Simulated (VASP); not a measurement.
**Li4TmGe: relaxation of cell and atoms with PBE**

Li4TmGe:

```
Li Tm Ge
1.0
     2.33078   -6.97250    0.00000
     2.33078    6.97250    0.00000
     0.00000    0.00000    3.64829
Li Tm Ge
4 1 1
Direct
  0.31893 0.68107 0.00000
  0.84409 0.15591 0.50000
  0.15591 0.84409 0.50000
  0.68107 0.31893 0.00000
  0.50000 0.50000 0.50000
  0.00000 0.00000 0.00000
```

The cell was generated, and may not be a known phase.

```
Program                : VASP 6.6.1
Task                   : relaxation of cell and atoms
Functional             : PBE
Potentials or basis    : VASP PAW PBE potentials, release 64 (Li_sv, Tm_3, Ge_d), 4f in core
Cutoff                 : 750 eV
k mesh                 : 8 × 8 × 8
Occupations            : gaussian, width 0.1 eV
Spin                   : no spin polarisation
Dipole correction      : no
Further INCAR settings : ALGO = Normal; EDIFF = 1e-07; IBRION = 2; EDIFFG = -0.01; NSW = 100; ISIF = 3
```

```
Relaxed volume                        : 19.72 Å³/atom
Relaxed cell                          : a = 7.200 Å, b = 7.200 Å, c = 4.122 Å, α = 90.00°, β = 90.00°, γ = 146.38°
Space group after relaxing (to 0.1 Å) : Cmmm (No. 65)
Energy gained by relaxing             : 17.2 meV/atom
Ionic steps                           : 24
Pressure after relaxing               : 0.0 GPa
Largest force after relaxing          : 0.007 eV/Å
Band gap on the k mesh                : zero (an odd number of electrons rules out a gap without spin polarisation)
```

Forces in eV/Å, atoms in the order of the input:
```
Li   0.000 -0.005  0.000
Li   0.000  0.007  0.000
Li   0.000 -0.007  0.000
Li   0.000  0.005  0.000
Tm   0.000  0.000  0.000
Ge   0.000  0.000  0.000
```

The path:
| step | energy change (eV) | largest force (eV/Å) | pressure (GPa) | volume (Å³) |
| --- | --- | --- | --- | --- |
| 1 | 0.0000 | 0.0373 | -0.09 | 118.58 |
| 2 | -0.0139 | 0.0164 | 0.07 | 118.38 |
| 3 | -0.0276 | 0.0609 | 0.38 | 117.96 |
| 4 | -0.0291 | 0.0808 | 0.52 | 117.77 |
| 5 | -0.0375 | 0.0953 | 0.01 | 119.34 |
| 6 | -0.0401 | 0.1222 | -0.86 | 122.24 |
| 7 | -0.0412 | 0.1115 | -0.52 | 121.06 |
| 8 | -0.0471 | 0.1142 | -0.55 | 121.09 |
| 9 | -0.0512 | 0.1169 | -0.61 | 121.11 |
| 10 | -0.0536 | 0.1320 | -0.68 | 121.09 |
| 11 | -0.0655 | 0.1569 | -0.09 | 118.78 |
| 12 | -0.0684 | 0.1800 | 0.41 | 116.99 |
| 13 | -0.0791 | 0.1473 | 0.36 | 116.75 |
| 14 | -0.0886 | 0.0647 | 0.29 | 116.17 |
| 15 | -0.0949 | 0.0296 | -0.15 | 117.60 |
| 16 | -0.0959 | 0.0099 | -0.39 | 118.43 |
| 17 | -0.1009 | 0.0261 | -0.10 | 117.78 |
| 18 | -0.1015 | 0.0371 | 0.05 | 117.47 |
| 19 | -0.1015 | 0.0385 | 0.07 | 117.42 |
| 20 | -0.1019 | 0.0353 | 0.04 | 117.64 |
| 21 | -0.1027 | 0.0249 | -0.09 | 118.29 |
| 22 | -0.1028 | 0.0199 | -0.14 | 118.59 |
| 23 | -0.1031 | 0.0124 | -0.08 | 118.46 |
| 24 | -0.1032 | 0.0069 | -0.02 | 118.32 |

Final structure:
```yaml
crystal:
  lattice:
    - [2.08218, -6.89279, 0.00000]
    - [2.08218, 6.89279, 0.00000]
    - [0.00000, 0.00000, 4.12221]
  atoms:
    - { symbol: Li, position: [0.33402, 0.66598, 0.00000] }
    - { symbol: Li, position: [0.82917, 0.17083, 0.50000] }
    - { symbol: Li, position: [0.17083, 0.82917, 0.50000] }
    - { symbol: Li, position: [0.66598, 0.33402, 0.00000] }
    - { symbol: Tm, position: [0.50000, 0.50000, 0.50000] }
    - { symbol: Ge, position: [0.00000, 0.00000, 0.00000] }
```

Levels at points of the mesh, in eV from the Fermi level:
```
           k point  band 15  band 16  band 17  band 18  band 19  band 20  band 21
(0.00, 0.00, 0.00)    -2.52    -0.12     0.47     0.51     1.10     1.11     1.68
(0.50, 0.00, 0.00)    -2.63    -1.23    -1.08    -0.80     1.32     1.75     2.14
(0.50, 0.50, 0.00)    -0.55    -0.49    -0.12     0.33     0.65     1.18     1.65
(0.00, 0.00, 0.50)    -2.33    -1.30    -1.19    -0.82     0.39     2.05     2.71
(0.50, 0.00, 0.50)    -1.85    -1.42    -1.32    -0.12     0.03     0.18     0.78
(0.50, 0.50, 0.50)    -2.78    -1.43    -1.21     0.16     0.45     2.29     2.69
```

It took 93 min on 1 thread of Intel(R) Xeon(R) 6975P-C (Granite Rapids) (shared host), peak memory 0.86 GiB.

Caveat: spin-orbit coupling is left out, which moves the levels of the heavy elements; the 4f electrons are frozen in the core, so they carry no moment and show no levels. Spin polarisation is off, so any magnetic state and its effect on volume and gap are missing.
